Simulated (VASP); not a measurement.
# TaN (P1) in VASP: notebook

The runs below take TaN through single point, with PBE.

Program: VASP 6.6.1. These are calculated values, not measurements. Logs are shortened: lines on timing, memory, paths and dates and some standing lists are left out, and cuts for length are marked.

## (1) The cell of the first run

The typed cell holds 2 atoms: a = 3.072 Å, b = 2.974 Å, c = 3.006 Å, α = 62.34°, β = 60.71°, γ = 59.80°.

## (2) Single point, PBE

Input file INCAR:

```
PREC = Accurate ; ENCUT = 520
EDIFF = 1E-6 ; ISMEAR = 1
SIGMA = 0.1 ; LREAL = F
LASPH = T ; NELM = 60
ALGO = Normal ; ISIF = 2
LWAVE = F ; LCHARG = F
GGA = PE ; NBANDS = 15
```

Input file KPOINTS:

```
regular mesh
0
Gamma
  8 8 8
```

Input file POSCAR:

```
TaN
1.0
   -0.0377900000      2.1627500000      2.1807500000
    2.0505100000     -0.0117600000      2.1547200000
    2.0816900000      2.1679100000     -0.0429500000
Ta N
1 1
Direct
    0.4307400000      0.4978200000      0.5115900000
    0.0165113922      0.9240876306      0.0741264699
```

Potentials or basis: VASP PAW PBE potentials, release 64 (Ta_pv, N).

Started as:

```
> cat potpaw_PBE.64/Ta_pv/POTCAR potpaw_PBE.64/N/POTCAR > POTCAR
> mpirun -np 1 vasp_std > vasp.out
```

OUTCAR:

```text
PREC = Accurate
   ENCUT = 520
   EDIFF = 1E-6
   ISMEAR = 1
   LREAL = F
   LASPH = T
   NELM = 60
   ISIF = 2
   GGA = PE

 ion  position               nearest neighbor table
   1  0.431  0.498  0.512-   2 1.85   2 2.09   2 2.14   2 2.19   2 2.24   2 2.49
   2  0.017  0.924  0.074-   1 1.85   1 2.09   1 2.14   1 2.19   1 2.24   1 2.49

  Warning from LATTYP: Got some problem with cell dimensions!
  Tried to take original basis but could not verify dimensions!
  LATTYP: Found a triclinic cell.
 ALAT       =     2.9744827846
 B/A-ratio  =     1.0406615978
 C/A-ratio  =     1.0326424376
 COS(alpha) =     0.0083789537
 COS(beta)  =     0.5030434730
 COS(gamma) =     0.5101451949

  Lattice vectors:

 A1 = (  -2.0505100000,   0.0117600000,  -2.1547200000)
 A2 = (   0.0311800000,   2.1796700000,  -2.1976700000)
 A3 = (   0.0377900000,  -2.1627500000,  -2.1807500000)

Analysis of symmetry for initial positions (statically):
=====================================================================
 Subroutine PRICEL returns:
 Original cell was already a primitive cell.

 Routine SETGRP: Setting up the symmetry group for a
 triclinic supercell.

 Subroutine GETGRP returns: Found  1 space group operations
 (whereof  1 operations were pure point group operations)
 out of a pool of  2 trial point group operations.

The static configuration has the point symmetry C_1 .

Analysis of symmetry for dynamics (positions and initial velocities):
=====================================================================
 Subroutine PRICEL returns:
 Original cell was already a primitive cell.

 Routine SETGRP: Setting up the symmetry group for a
 triclinic supercell.

 Subroutine GETGRP returns: Found  1 space group operations
 (whereof  1 operations were pure point group operations)
 out of a pool of  2 trial point group operations.

The dynamic configuration has the point symmetry C_1 .

 Subroutine INISYM returns: Found  1 space group operations
 (whereof  1 operations are pure point group operations),
 and found     1 'primitive' translations

----------------------------------------------------------------------------------------

                                     Primitive cell

  volume of cell :      19.8154

  direct lattice vectors                    reciprocal lattice vectors
    -0.037790000  2.162750000  2.180750000    -0.235712012  0.230806467  0.225571825
     2.050510000 -0.011760000  2.154720000     0.243273086 -0.229014626  0.231339985
     2.081690000  2.167910000 -0.042950000     0.236470631  0.229774345 -0.223780003

  length of vectors
     3.071577153  2.974482785  3.005846258     0.399642873  0.406383663  0.398487263

  position of ions in fractional coordinates (direct lattice)
     0.430740000  0.497820000  0.511590000
     0.016511392  0.924087631  0.074126470

  ion indices of the primitive-cell ions
   primitive index   ion index
                 1           1
                 2           2

----------------------------------------------------------------------------------------

 KPOINTS: regular mesh

Automatic generation of k-mesh.
 Grid dimensions read from file:
 generate k-points for:    8    8    8

 Generating k-lattice:

  Cartesian coordinates                     Fractional coordinates (reciprocal lattice)
    -0.029464001  0.028850808  0.028196478     0.125000000  0.000000000 -0.000000000
     0.030409136 -0.028626828  0.028917498    -0.000000000  0.125000000  0.000000000
     0.029558829  0.028721793 -0.027972500     0.000000000 -0.000000000  0.125000000

  Length of vectors
     0.049955359  0.050797958  0.049810908

  Shift w.r.t. Gamma in fractional coordinates (k-lattice)
     0.000000000  0.000000000  0.000000000

 Subroutine IBZKPT returns following result:
 ===========================================

 Found    260 irreducible k-points:

 Following reciprocal coordinates:
            Coordinates               Weight
  0.000000  0.000000  0.000000      1.000000
  0.125000  0.000000  0.000000      2.000000
  0.250000  0.000000  0.000000      2.000000
  0.375000  0.000000 -0.000000      2.000000
  0.500000  0.000000  0.000000      1.000000
 -0.000000  0.125000 -0.000000      2.000000
[... 16 lines left out ...]
  0.125000  0.375000  0.000000      2.000000
  0.250000  0.375000  0.000000      2.000000
 [... further k-points ...]
   k-points           NKPTS =    260   k-points in BZ     NKDIM =    260   number of bands    NBANDS=     15
   number of dos      NEDOS =    301   number of ions     NIONS =      2
   total plane-waves  NPLWV =  13824
   dimension x,y,z NGX =    24 NGY =   24 NGZ =   24
   dimension x,y,z NGXF=    48 NGYF=   48 NGZF=   48
   ions per type =               1   1
   NGX,Y,Z   is equivalent  to a cutoff of  12.99, 13.41, 13.27 a.u.
   NGXF,Y,Z  is equivalent  to a cutoff of  25.98, 26.83, 26.55 a.u.
 SYSTEM =  unknown system
   PREC   = accura    normal or accurate (medium, high low for compatibility)
   ISTART =      0    job   : 0-new  1-cont  2-samecut
   ICHARG =      2    charge: 1-file 2-atom 10-const
   ISPIN  =      1    spin polarized calculation?
   LNONCOLLINEAR =      F non collinear calculations
   LSORBIT =      F    spin-orbit coupling
   LASPH  =      T    aspherical Exc in radial PAW
   ENCUT  =  520.0 eV  38.22 Ry    6.18 a.u.   5.71  5.53  5.59*2*pi/ulx,y,z
   NELM   =     60;   NELMIN=  2; NELMDL= -5     # of ELM steps
   EDIFF  = 0.1E-05   stopping-criterion for ELM
   LREAL  =      F    real-space projection
   EDIFFG = 0.1E-04   stopping-criterion for IOM
   NSW    =      0    number of steps for IOM
   IBRION =     -1    ionic relax: 0-MD 1-quasi-New 2-CG
   NFREE  =      0    steps in history (QN), initial steepest desc. (CG)
   ISIF   =      2    stress and relaxation
   ISYM   =      2    0-nonsym 1-usesym 2-fastsym
   POTIM  = 0.5000    time-step for ionic-motion
   TEBEG  =    0.0;   TEEND  =   0.0 temperature during run
   PSTRESS=    0.0 pullay stress
   NELECT =      16.0000    total number of electrons
   NUPDOWN=      -1.0000    fix difference up-down
   EMIN   =  10.00;   EMAX   =-10.00  energy-range for DOS
   EFERMI =   0.00;   METHOD = LEGACY
   ISMEAR =     1;   SIGMA  =   0.10  broadening in eV -4-tet -1-fermi 0-gaus
   EFERMI_NEDOS =   21; number of points for ismear=-14 and -15
   IALGO  =     38    algorithm
   IMIX   =      4    mixing-type and parameters
     AMIX     =   0.40;   BMIX     =  1.00
     AMIX_MAG =   1.60;   BMIX_MAG =  1.00
  volume/ion in A,a.u.               =       9.91        66.86
  Fermi-wavevector in a.u.,A,eV,Ry     =   1.524452  2.880796 31.619303  2.323953
  Thomas-Fermi vector in A             =   2.632757
   LORBIT       =      0    0 simple, 1 ext, 2 COOP (PROOUT), +10 PAW based schemes
   GGA     = PE    functional components
   LHFCALC =     F    Hartree Fock is set to
   AEXX    =    0.0000 exact exchange contribution
   IVDW    =     0    specifies the selected vdW correction
   LEPSILON=     F    determine dielectric tensor
   LRPA    =     F    only Hartree local field effects (RPA)
 non-spin polarized calculation
 Methfessel and Paxton  Order N= 1 SIGMA  =   0.10
  energy-cutoff  :      520.00
  volume of cell :       19.82
 maximum number of plane-waves:       545
   NGX = 11   NGY = 11   NGZ = 11

 number of electron      16.0000001 magnetization

 Free energy of the ion-electron system (eV)
  ---------------------------------------------------
  ext. energy  EPLUGINS =         0.00000000
  ---------------------------------------------------
  free energy    TOTEN  =       -20.88379878 eV

  energy without entropy =      -20.88358463  energy(sigma->0) =      -20.88372740

 E-fermi :  10.1708     XC(G=0): -13.7802

 val. band max:       10.1601294050   @ k =   0.1250  -0.0000   0.5000
 cond. band min:      10.1803806553   @ k =   0.2500   0.3750   0.1250
 fundamental gap:      0.0202512503
 Fermi energy:        10.1708046907

 k-point     1 :       0.0000    0.0000    0.0000
  band No.  band energies     occupation
      1     -25.2937      2.00000
      2     -25.1292      2.00000
      3     -25.0442      2.00000
      4      -9.0899      2.00000
      5       4.3577      2.00000
      6       4.6093      2.00000
      7       4.8530      2.00000
      8       8.0345      2.00000
      9      10.0429      2.07006
     10      10.1570      1.23179
     11      10.5915     -0.00000
     12      12.5372      0.00000
     13      13.1227      0.00000
     14      19.5286      0.00000
     15      23.1307      0.00000

 k-point     2 :       0.1250    0.0000    0.0000
  band No.  band energies     occupation
      1     -25.4090      2.00000
      2     -25.2071      2.00000
      3     -25.0602      2.00000
      4      -8.6789      2.00000
      5       3.2264      2.00000
      6       4.4014      2.00000
      7       4.7003      2.00000
      8       8.1368      2.00000
      9       9.5693      2.00000
     10       9.7820      2.00000
     11      12.2315      0.00000
     12      13.5408      0.00000
     13      14.4709      0.00000
     14      20.7053      0.00000
     15      23.1302      0.00000

 k-point     3 :       0.2500    0.0000    0.0000
  band No.  band energies     occupation
      1     -25.7899      2.00000
      2     -25.2707      2.00000
      3     -25.0967      2.00000
      4      -7.6485      2.00000
      5       1.6149      2.00000
      6       3.4518      2.00000
      7       3.7635      2.00000
      8       8.8706      2.00000
      9      10.2293      0.17340
     10      10.3176     -0.05814
     11      14.4384      0.00000
     12      15.6363      0.00000
     13      16.5893      0.00000
     14      22.8751      0.00000
     15      23.1425      0.00000
[... 343 lines left out ...]
 k-point    23 :       0.1250    0.3750    0.0000
  band No.  band energies     occupation
      1     -26.0019      2.00000
      2     -25.3847      2.00000
      3     -25.2471      2.00000
      4      -6.9179      2.00000
      5       0.8365      2.00000
      6       2.4847      2.00000
      7       3.7760      2.00000
      8       8.7667      2.00000
      9      11.1172     -0.00000
     10      12.4347      0.00000
     11      15.4262      0.00000
     12      16.8647      0.00000
     13      17.5147      0.00000
     14      23.0030      0.00000
     15      23.2716      0.00000

 k-point    24 :       0.2500    0.3750    0.0000
  band No.  band energies     occupation
      1     -25.8766      2.00000
      2     -25.5061      2.00000
      3     -25.3382      2.00000
      4      -7.4067      2.00000
      5       1.6614      2.00000
      6       2.6469      2.00000
      7       4.6202      2.00000
      8       7.9313      2.00000
      9      11.4328     -0.00000
     10      13.3559      0.00000
     11      15.1143      0.00000
     12      15.2140      0.00000
     13      18.0309      0.00000
     14      22.9532      0.00000
     15      23.2647      0.00000

 [... further k-points ...]

------------------------ aborting loop because EDIFF is reached ----------------------------------------

  FORCE on cell =-STRESS in cart. coord.  units (eV):
  Direction    XX          YY          ZZ          XY          YZ          ZX
  --------------------------------------------------------------------------------------
  -------------------------------------------------------------------------------------
  Total        7.1259637     11.6192312      2.7087381      0.3953901     -0.1781421      0.2082694
  in kB      576.1701716    939.4735605    219.0151614     31.9692879    -14.4036888     16.8396329
  external PRESSURE =     578.2196312 kB  Pullay stress =       0.0000000 kB

 VOLUME and BASIS-vectors are now :
 -----------------------------------------------------------------------------
  energy-cutoff  :      520.00
  volume of cell :       19.82
      direct lattice vectors                 reciprocal lattice vectors
    -0.037790000  2.162750000  2.180750000    -0.235712012  0.230806467  0.225571825
     2.050510000 -0.011760000  2.154720000     0.243273086 -0.229014626  0.231339985
     2.081690000  2.167910000 -0.042950000     0.236470631  0.229774345 -0.223780003

 POSITION                                       TOTAL-FORCE (eV/Angst)
 -----------------------------------------------------------------------------------
      2.06948      2.03481      1.99003        -0.340699      5.132411      0.169770
      2.04854      0.18554      2.02397         0.340699     -5.132411     -0.169770
 -----------------------------------------------------------------------------------
    total drift:                                0.000154     -0.000572     -0.000008

  FREE ENERGIE OF THE ION-ELECTRON SYSTEM (eV)
  ---------------------------------------------------
  free  energy   TOTEN  =       -20.8837987789 eV

  energy  without entropy=      -20.8835846335  energy(sigma->0) =      -20.88372740
```

It took 60 s on 1 thread of Intel Xeon 8259CL, shared host; peak memory 0.2 GiB.

What came out:

```
Free energy            : -20.8838 eV
Pressure               : 57.8 GPa
Largest force          : 5.147 eV/Å
Band gap on the k mesh : zero (bands 8 and 9 overlap by 3.28 eV)
```

Forces in eV/Å, atoms in the order of the input:
```
Ta  -0.341  5.132  0.170
N    0.341 -5.132 -0.170
```

Stress tensor (GPa, compression positive):
```
57.62  3.20  1.68
 3.20 93.95 -1.44
 1.68 -1.44 21.90
```

Levels at points of the mesh, in eV from the Fermi level:
| k point | band 4 | band 5 | band 6 | band 7 | band 8 | band 9 | band 10 | band 11 | band 12 | band 13 |
| --- | --- | --- | --- | --- | --- | --- | --- | --- | --- | --- |
| (0.00, 0.00, 0.00) | -19.26 | -5.81 | -5.56 | -5.32 | -2.14 | -0.13 | -0.01 | 0.42 | 2.37 | 2.95 |
| (0.50, 0.00, 0.00) | -16.12 | -10.60 | -7.87 | -7.68 | 1.29 | 2.44 | 2.73 | 4.16 | 6.97 | 9.33 |
| (0.00, 0.50, 0.00) | -16.00 | -10.65 | -8.08 | -7.61 | 1.69 | 1.97 | 2.57 | 4.38 | 6.91 | 9.35 |
| (0.50, 0.50, 0.00) | -17.94 | -7.87 | -6.89 | -5.16 | -1.84 | 3.19 | 3.85 | 4.44 | 5.13 | 7.81 |
| (0.00, 0.00, 0.50) | -16.04 | -10.67 | -7.59 | -7.58 | 1.25 | 2.07 | 2.67 | 3.87 | 6.70 | 9.12 |
| (0.50, 0.00, 0.50) | -17.85 | -6.38 | -5.79 | -4.76 | -4.45 | 2.54 | 3.23 | 3.82 | 4.45 | 7.15 |
| (0.00, 0.50, 0.50) | -17.88 | -7.90 | -6.34 | -5.11 | -2.36 | 3.24 | 4.08 | 4.21 | 4.77 | 8.31 |
| (0.50, 0.50, 0.50) | -15.99 | -10.62 | -8.14 | -7.68 | 1.90 | 2.13 | 2.48 | 4.34 | 6.85 | 9.20 |

Caveat: the stress differs along the axes, from 22 to 94 GPa; spin-orbit coupling is left out, which moves the levels of the heavy elements; forces of over 1 eV/Å act on the atoms, so gaps and moduli don't describe the material at rest.

(Part 1 of 2 ends here.)

The gap in the log of VASP goes by the Fermi energy; the results here count the filled bands.